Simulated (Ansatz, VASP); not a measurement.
Two plane-wave programs on YAlC4N4

The input INCAR:

```
ALGO     = Normal         # electronic algorithm
EDIFF    = 1E-6           # SCF threshold, eV
EDIFFG   = -0.04          # ionic threshold
ENCUT    = 600            # plane-wave cutoff, eV
GGA      = PE             # functional
IBRION   = 2              # ionic algorithm
ISIF     = 3              # what is computed and relaxed
ISMEAR   = 0              # smearing method
LASPH    = True           # aspherical terms in the spheres
LCHARG   = False          # write CHGCAR
LREAL    = False          # projectors in reciprocal space
LWAVE    = False          # write WAVECAR
NELM     = 80             # most SCF steps
NSW      = 90             # ionic steps
PREC     = Accurate       # precision mode
SIGMA    = 0.1            # smearing width, eV
```

KPOINTS

```
k-points
0
Gamma
  4 4 4
```

POSCAR

```
YAlC4N4
1.0
    7.4316922700      0.0000000000      0.0000000000
    0.0000000000      7.4316922700      0.0000000000
    0.0000000000      0.0000000000      4.0123255300
Y Al C N
1 1 4 4
Direct
    0.5000000000      0.5000000000      0.0000000000
    0.0000000000      0.0000000000      0.0000000000
    0.1784015200      0.8215984800      0.0000000000
    0.8215984800      0.1784015200      0.0000000000
    0.1784015200      0.1784015200      0.0000000000
    0.8215984800      0.8215984800      0.0000000000
    0.2897240700      0.7102759300      0.0000000000
    0.7102759300      0.2897240700      0.0000000000
    0.2897240700      0.2897240700      0.0000000000
    0.7102759300      0.7102759300      0.0000000000
```

Input for Ansatz:

```yaml
crystal:
  lattice:
    - [7.43169227, 0.0, 0.0]
    - [0.0, 7.43169227, 0.0]
    - [0.0, 0.0, 4.01232553]
  atoms:
    - { symbol: "Y", position: [0.5, 0.5, 0.0] }
    - { symbol: Al, position: [0.0, 0.0, 0.0] }
    - { symbol: C, position: [0.17840152, 0.82159848, 0.0] }
    - { symbol: C, position: [0.82159848, 0.17840152, 0.0] }
    - { symbol: C, position: [0.17840152, 0.17840152, 0.0] }
    - { symbol: C, position: [0.82159848, 0.82159848, 0.0] }
    - { symbol: "N", position: [0.28972407, 0.71027593, 0.0] }
    - { symbol: "N", position: [0.71027593, 0.28972407, 0.0] }
    - { symbol: "N", position: [0.28972407, 0.28972407, 0.0] }
    - { symbol: "N", position: [0.71027593, 0.71027593, 0.0] }
basis:
  ecutwfc: 420
kpoints:
  mp_grid: { grid: [4, 4, 4] }
hamiltonian:
  xc: pbe
scf:
  occupations: { method: gaussian, width: 0.1 }
  lower_state_search: "off"
output:
  forces: true
  stress: true
  eigenvalues: true
relax:
  adjacent_minimum: "off"
  f_tol: 0.04
  max_steps: 70
  cell: { stress_tol: 0.4 }
```

Alike in both runs: task relaxation of cell and atoms; functional PBE; k mesh 4 × 4 × 4; occupations gaussian, width 0.1 eV; no spin polarisation.

|  | VASP | Ansatz |
| --- | --- | --- |
| version | VASP 6.6.1 | Ansatz 0.2.0 |
| potentials or method | VASP PAW PBE potentials, release 64 (Y_sv, Al, C, N), cutoff 600 eV | scalar-relativistic, plane waves, PAW |
| valence electrons in the cell | 50 | 50 |

|  | VASP | Ansatz | Ansatz less VASP |
| --- | --- | --- | --- |
| relaxed volume (Å³/atom) | 21.99 | 22.13 | +0.139 |
| relaxed cell length with the largest relative difference (Å) | 3.634 | 3.664 | +0.0306 |

The k mesh is coarse, so the values compare programs but aren't converged. Noted on VASP's run: the standard files for N, O and F lose accuracy on very short bonds.
